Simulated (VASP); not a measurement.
# Pd (R-3m) in VASP: single point with PBE

Aim: the single point of Pd with PBE.

Everything below comes from runs of VASP 6.6.1. Logs are shortened: lines on timing, memory, paths and dates and some standing lists are left out, and cuts for length are marked.

## 1. The cell of the first run

It takes space group R-3m (No. 166, trigonal). Conventional cell: a = 2.777 Å, b = 2.777 Å, c = 20.706 Å, α = 90.00°, β = 90.00°, γ = 120.00°. Pd (site symmetry -3m) has 12 Pd at 2.78 to 2.80 Å within 3.7 Å. Within 3.7 Å of Pd (site symmetry 3m) lie 12 Pd at 2.78 to 2.81 Å.

## 2. Single point, PBE

The input, INCAR:

```
PREC = Accurate
ENCUT = 520
EDIFF = 1E-6
ISMEAR = 0
SIGMA = 0.1
LREAL = False
LASPH = True
NELM = 80
ALGO = Fast
ISIF = 2
LWAVE = False
LCHARG = False
GGA = PE
NBANDS = 55
```

The input, KPOINTS:

```
Automatic mesh
0
Gamma
  18 18 3
```

The input, POSCAR:

```
Pd
1.0
    2.7770028595      0.0000000000      0.0000000000
   -1.3885014298      2.4049550227      0.0000000000
    0.0000000000      0.0000000000     20.7064257771
Pd
9
Direct
    0.0000000000      0.0000000000      0.0000000000
    0.3333333333      0.6666666667      0.1108975057
    0.0000000000      0.0000000000      0.2224358277
    0.3333333333      0.6666666667      0.3333333333
    0.6666666667      0.3333333333      0.4442308390
    0.3333333333      0.6666666667      0.5557691610
    0.6666666667      0.3333333333      0.6666666667
    0.0000000000      0.0000000000      0.7775641723
    0.6666666667      0.3333333333      0.8891024943
```

Potentials or basis: VASP PAW PBE potentials, release 64 (Pd).

Command:

```bash
cat potpaw_PBE.64/Pd/POTCAR > POTCAR
mpirun -np 1 vasp_std > vasp.out
```

OUTCAR:

```text
PREC = Accurate
   ENCUT = 520
   EDIFF = 1E-6
   ISMEAR = 0
   LREAL = False
   LASPH = True
   NELM = 80
   ISIF = 2
   GGA = PE

 ion  position               nearest neighbor table
   1  0.000  0.000  0.000-   2 2.80   9 2.80   9 2.80   2 2.80   9 2.80   2 2.80
   2  0.333  0.667  0.111-   1 2.80   1 2.80   1 2.80   3 2.81   3 2.81   3 2.81
   3  0.000  0.000  0.222-   4 2.80   4 2.80   4 2.80   2 2.81   2 2.81   2 2.81
   4  0.333  0.667  0.333-   3 2.80   3 2.80   3 2.80   5 2.80   5 2.80   5 2.80
   5  0.667  0.333  0.444-   4 2.80   4 2.80   4 2.80   6 2.81   6 2.81   6 2.81
   6  0.333  0.667  0.556-   7 2.80   7 2.80   7 2.80   5 2.81   5 2.81   5 2.81
   7  0.667  0.333  0.667-   8 2.80   8 2.80   8 2.80   6 2.80   6 2.80   6 2.80
   8  0.000  0.000  0.778-   7 2.80   7 2.80   7 2.80   9 2.81   9 2.81   9 2.81
   9  0.667  0.333  0.889-   1 2.80   1 2.80   1 2.80   8 2.81   8 2.81   8 2.81

  LATTYP: Found a hexagonal cell.
 ALAT       =     2.7770028595
 C/A-ratio  =     7.4563933941

  Lattice vectors:

 A1 = (   2.7770028595,   0.0000000000,   0.0000000000)
 A2 = (  -1.3885014298,   2.4049550227,   0.0000000000)
 A3 = (   0.0000000000,   0.0000000000,  20.7064257771)

Analysis of symmetry for initial positions (statically):
=====================================================================
 Subroutine PRICEL returns following result:

  LATTYP: Found a trigonal (rhomboedric) cell.
 ALAT       =     7.0859117113
 COS(alpha) =     0.9232053113

  Lattice vectors:

 A1 = (  -1.3885014296,   0.8016516742,  -6.9021419250)
 A2 = (   1.3885014295,   0.8016516744,  -6.9021419271)
 A3 = (   0.0000000002,  -1.6033033485,  -6.9021419250)

   3 primitive cells build up your supercell.

 Routine SETGRP: Setting up the symmetry group for a
 hexagonal supercell.

 Subroutine GETGRP returns: Found 12 space group operations
 (whereof 12 operations were pure point group operations)
 out of a pool of 24 trial point group operations.

The static configuration has the point symmetry D_3d.

Analysis of symmetry for dynamics (positions and initial velocities):
=====================================================================
 Subroutine PRICEL returns following result:

  LATTYP: Found a trigonal (rhomboedric) cell.
 ALAT       =     7.0859117113
 COS(alpha) =     0.9232053113

  Lattice vectors:

 A1 = (  -1.3885014296,   0.8016516742,  -6.9021419250)
 A2 = (   1.3885014295,   0.8016516744,  -6.9021419271)
 A3 = (   0.0000000002,  -1.6033033485,  -6.9021419250)

   3 primitive cells build up your supercell.

 Routine SETGRP: Setting up the symmetry group for a
 hexagonal supercell.

 Subroutine GETGRP returns: Found 12 space group operations
 (whereof 12 operations were pure point group operations)
 out of a pool of 24 trial point group operations.

The dynamic configuration has the point symmetry D_3d.

 Subroutine INISYM returns: Found 12 space group operations
 (whereof 12 operations are pure point group operations),
 and found     3 'primitive' translations

----------------------------------------------------------------------------------------

                                     Primitive cell

  volume of cell :      46.0964

  direct lattice vectors                    reciprocal lattice vectors
    -1.388501430  0.801651674 -6.902141925    -0.360100458  0.207904096 -0.048294187
     1.388501429  0.801651674 -6.902141927     0.360100457  0.207904096 -0.048294187
     0.000000000 -1.603303349 -6.902141925    -0.000000000 -0.415808192 -0.048294187

  length of vectors
     7.085911711  7.085911713  7.085911711     0.418603370  0.418603370  0.418603370

  position of ions in fractional coordinates (direct lattice)
     0.000000000  0.000000000  0.000000000
     0.222435828  0.222435828  0.222435828
     0.777564172  0.777564172  0.777564172

  ion indices of the primitive-cell ions
   primitive index   ion index
                 1           1
                 2           8
                 3           3

----------------------------------------------------------------------------------------

 KPOINTS: Automatic mesh

Automatic generation of k-mesh.
 Grid dimensions read from file:
 generate k-points for:   18   18    3

 Generating k-lattice:

  Cartesian coordinates                     Fractional coordinates (reciprocal lattice)
     0.020005581  0.011550228  0.000000000     0.055555556  0.000000000  0.000000000
     0.000000000  0.023100455  0.000000000     0.000000000  0.055555556  0.000000000
     0.000000000  0.000000000  0.016098062     0.000000000  0.000000000  0.333333333

  Length of vectors
     0.023100455  0.023100455  0.016098062

  Shift w.r.t. Gamma in fractional coordinates (k-lattice)
     0.000000000  0.000000000  0.000000000

 Subroutine IBZKPT returns following result:
 ===========================================

 Found    101 irreducible k-points:

 Following reciprocal coordinates:
            Coordinates               Weight
  0.000000  0.000000  0.000000      1.000000
  0.055556  0.000000  0.000000      6.000000
  0.111111  0.000000  0.000000      6.000000
  0.166667  0.000000  0.000000      6.000000
  0.222222  0.000000  0.000000      6.000000
  0.277778  0.000000  0.000000      6.000000
[... 16 lines left out ...]
  0.333333  0.111111  0.000000     12.000000
  0.388889  0.111111  0.000000     12.000000
 [... further k-points ...]
   k-points           NKPTS =    101   k-points in BZ     NKDIM =    101   number of bands    NBANDS=     55
   number of dos      NEDOS =    301   number of ions     NIONS =      9
   total plane-waves  NPLWV =  92160
   dimension x,y,z NGX =    24 NGY =   24 NGZ =  160
   dimension x,y,z NGXF=    48 NGYF=   48 NGZF=  320
   ions per type =               9
   NGX,Y,Z   is equivalent  to a cutoff of  14.37, 14.37, 12.85 a.u.
   NGXF,Y,Z  is equivalent  to a cutoff of  28.74, 28.74, 25.69 a.u.
 SYSTEM =  unknown system
   PREC   = accura    normal or accurate (medium, high low for compatibility)
   ISTART =      0    job   : 0-new  1-cont  2-samecut
   ICHARG =      2    charge: 1-file 2-atom 10-const
   ISPIN  =      1    spin polarized calculation?
   LNONCOLLINEAR =      F non collinear calculations
   LSORBIT =      F    spin-orbit coupling
   LASPH  =      T    aspherical Exc in radial PAW
   ENCUT  =  520.0 eV  38.22 Ry    6.18 a.u.   5.16  5.16 38.50*2*pi/ulx,y,z
   NELM   =     80;   NELMIN=  2; NELMDL= -5     # of ELM steps
   EDIFF  = 0.1E-05   stopping-criterion for ELM
   LREAL  =      F    real-space projection
   EDIFFG = 0.1E-04   stopping-criterion for IOM
   NSW    =      0    number of steps for IOM
   IBRION =     -1    ionic relax: 0-MD 1-quasi-New 2-CG
   NFREE  =      0    steps in history (QN), initial steepest desc. (CG)
   ISIF   =      2    stress and relaxation
   ISYM   =      2    0-nonsym 1-usesym 2-fastsym
   POTIM  = 0.5000    time-step for ionic-motion
   TEBEG  =    0.0;   TEEND  =   0.0 temperature during run
   PSTRESS=    0.0 pullay stress
   NELECT =      90.0000    total number of electrons
   NUPDOWN=      -1.0000    fix difference up-down
   EMIN   =  10.00;   EMAX   =-10.00  energy-range for DOS
   EFERMI =   0.00;   METHOD = LEGACY
   ISMEAR =     0;   SIGMA  =   0.10  broadening in eV -4-tet -1-fermi 0-gaus
   EFERMI_NEDOS =   21; number of points for ismear=-14 and -15
   IALGO  =     68    algorithm
   IMIX   =      4    mixing-type and parameters
     AMIX     =   0.40;   BMIX     =  1.00
     AMIX_MAG =   1.60;   BMIX_MAG =  1.00
  volume/ion in A,a.u.               =      15.37       103.69
  Fermi-wavevector in a.u.,A,eV,Ry     =   1.418707  2.680968 27.384867  2.012731
  Thomas-Fermi vector in A             =   2.539805
   LORBIT       =      0    0 simple, 1 ext, 2 COOP (PROOUT), +10 PAW based schemes
   GGA     = PE    functional components
   LHFCALC =     F    Hartree Fock is set to
   AEXX    =    0.0000 exact exchange contribution
   IVDW    =     0    specifies the selected vdW correction
   LEPSILON=     F    determine dielectric tensor
   LRPA    =     F    only Hartree local field effects (RPA)
 non-spin polarized calculation
 RMM-DIIS sequential band-by-band and
 Gauss-broadening in eV      SIGMA  =   0.10
  energy-cutoff  :      520.00
  volume of cell :      138.29
 maximum number of plane-waves:      3751
 NGX is ok and might be reduce to    24
   NGX = 11   NGY = 11   NGZ = 77

 number of electron      90.0000013 magnetization

 Free energy of the ion-electron system (eV)
  ---------------------------------------------------
  ext. energy  EPLUGINS =         0.00000000
  ---------------------------------------------------
  free energy    TOTEN  =       -46.83943737 eV

  energy without entropy =      -46.71946914  energy(sigma->0) =      -46.77945326

 E-fermi :   9.1208     XC(G=0): -12.9294

 val. band max:        9.1193958350   @ k =  -0.1111   0.2778   0.3333
 cond. band min:       9.1211116367   @ k =   0.3333   0.1111   0.3333
 fundamental gap:      0.0017158017
 Fermi energy:         9.1207532605

 k-point     1 :       0.0000    0.0000    0.0000
  band No.  band energies     occupation
      1       2.2807      2.00000
      2       2.6923      2.00000
      3       2.6923      2.00000
      4       3.6701      2.00000
      5       3.6701      2.00000
      6       4.1343      2.00000
[... 47 lines left out ...]
     54       9.6016      0.00000
     55      16.5488      0.00000

 k-point     2 :       0.0556    0.0000    0.0000
  band No.  band energies     occupation
      1       2.3785      2.00000
      2       2.7862      2.00000
      3       2.7864      2.00000
      4       3.7594      2.00000
      5       3.7602      2.00000
      6       4.2061      2.00000
[... 47 lines left out ...]
     54      10.2259      0.00000
     55      16.5684      0.00000
[... 1216 lines left out ...]
     54      15.6781      0.00000
     55      17.1968      0.00000

 k-point    24 :       0.3889    0.1111    0.0000
  band No.  band energies     occupation
      1       4.3207      2.00000
      2       4.3685      2.00000
      3       4.3998      2.00000
      4       4.5004      2.00000
      5       4.5425      2.00000
      6       4.5920      2.00000
[... 47 lines left out ...]
     54      14.7101      0.00000
     55      16.7581      0.00000

 [... further k-points ...]
[... 5 lines left out ...]
  --------------------------------------------------------------------------------------
  -------------------------------------------------------------------------------------
  Total       -0.2585433     -0.2585433     -0.2845377      0.0000000     -0.0000000     -0.0000000
  in kB       -2.9954041     -2.9954041     -3.2965680      0.0000000     -0.0000000     -0.0000000
  external PRESSURE =      -3.0957921 kB  Pullay stress =       0.0000000 kB

 VOLUME and BASIS-vectors are now :
 -----------------------------------------------------------------------------
  energy-cutoff  :      520.00
  volume of cell :      138.29
      direct lattice vectors                 reciprocal lattice vectors
     2.777002860  0.000000000  0.000000000     0.360100457  0.207904096  0.000000000
    -1.388501430  2.404955023  0.000000000     0.000000000  0.415808192  0.000000000
     0.000000000  0.000000000 20.706425777     0.000000000  0.000000000  0.048294187

 POSITION                                       TOTAL-FORCE (eV/Angst)
 -----------------------------------------------------------------------------------
      0.00000      0.00000      0.00000         0.000000      0.000000      0.000000
     -0.00000      1.60330      2.29629         0.000000     -0.000000     -0.001969
      0.00000      0.00000      4.60585        -0.000000      0.000000      0.001969
     -0.00000      1.60330      6.90214         0.000000     -0.000000      0.000000
      1.38850      0.80165      9.19843         0.000000      0.000000     -0.001969
     -0.00000      1.60330     11.50799         0.000000     -0.000000      0.001969
      1.38850      0.80165     13.80428         0.000000      0.000000      0.000000
      0.00000      0.00000     16.10057        -0.000000      0.000000     -0.001969
      1.38850      0.80165     18.41013        -0.000000     -0.000000      0.001969
 -----------------------------------------------------------------------------------
    total drift:                                0.000000     -0.000000      0.000000

  FREE ENERGIE OF THE ION-ELECTRON SYSTEM (eV)
  ---------------------------------------------------
  free  energy   TOTEN  =       -46.8394373700 eV

  energy  without entropy=      -46.7194691438  energy(sigma->0) =      -46.77945326
```

Wall time 14 min (1 thread of Intel Xeon Platinum 8488C (Sapphire Rapids), shared host); peak memory 0.63 GiB.

What came out:

```
Free energy            : -46.8394 eV
Pressure               : -0.3 GPa
Band gap on the k mesh : zero (bands 45 and 46 overlap by 0.88 eV)
```
